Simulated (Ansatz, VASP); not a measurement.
# Hf: VASP beside Ansatz

Contents of INCAR:

```
SYSTEM = Hf
ALGO = Normal
EDIFF = 1E-6
ENCUT = 500
GGA = CA
GGA_COMPAT = .False.
ISIF = 2
ISMEAR = 1
LASPH = .True.
LCHARG = .False.
LDAU = .True.
LDAUJ = 0
LDAUL = 2
LDAUPRINT = 1
LDAUTYPE = 2
LDAUU = 6
LMAXMIX = 4
LREAL = .False.
LWAVE = .False.
NBANDS = 11
NELM = 200
PREC = Accurate
SIGMA = 0.15
```

File KPOINTS:

```
k-points
0
Gamma
  10 10 10
  0 0 0
```

The input POSCAR:

```
Hf
1.0
    0.0000000000      2.2200000000      2.2200000000
    2.2200000000      0.0000000000      2.2200000000
    2.2200000000      2.2200000000      0.0000000000
Hf
1
Direct
    0.0000000000      0.0000000000      0.0000000000
```

The input input.yaml:

```yaml
crystal:
  lattice: { a: 4.44, b: 4.44, c: 4.44, alpha: 90.0, beta: 90.0, gamma: 90.0 }
  space_group: 225
  setting: { hermann_mauguin: Fm-3m }
  reduce_to_primitive: true
  atoms:
    - { symbol: Hf, position: [0.0, 0.0, 0.0] }
kpoints:
  mp_grid: { grid: [10, 10, 10] }
scf:
  occupations: { method: methfessel_paxton, width: 0.15 }
hamiltonian:
  xc: lda
  pseudopotentials:
    kind: all_electron
    lapw: { basis_error: 0.001 }
    relativity: none
  hubbard:
    sites: [{ species: Hf, l: d, u_eff: 6 }]
    double_counting: fll
    projectors: ortho-atomic
output:
  forces: true
  stress: true
  eigenvalues: true
  hubbard: {}
```

Alike in both runs: task single point; functional LDA; k mesh 10 × 10 × 10; occupations methfessel-paxton of order 1, width 0.15 eV; no spin polarisation; Hubbard terms Hf d U = 6.0 eV.

|  | VASP | Ansatz |
| --- | --- | --- |
| version | VASP 6.6.1 | Ansatz 0.2.0 |
| potentials or method | VASP PAW LDA potentials, release 64 (Hf_pv), cutoff 500 eV | all-electron LAPW, non-relativistic |

|  | VASP | Ansatz | Ansatz less VASP |
| --- | --- | --- | --- |
| gap on the k mesh at the Fermi level (eV) | none | none | - |
| pressure (GPa) | 16.9 | 7.5 | -9.39 |

LDA's correlation is that of Perdew and Zunger in VASP and of Perdew and Wang (1992) in Ansatz. The programs project onto different local orbitals, so the same U acts differently, and such runs can settle in different states. A gap of «none» marks a metal or a gap that the smearing closes. Ansatz ran all-electron here, and VASP with PAW potentials.

Spin-orbit coupling is off throughout. Noted on Ansatz's run: U is the effective U less J, on atomic orbitals that reach past the spheres.
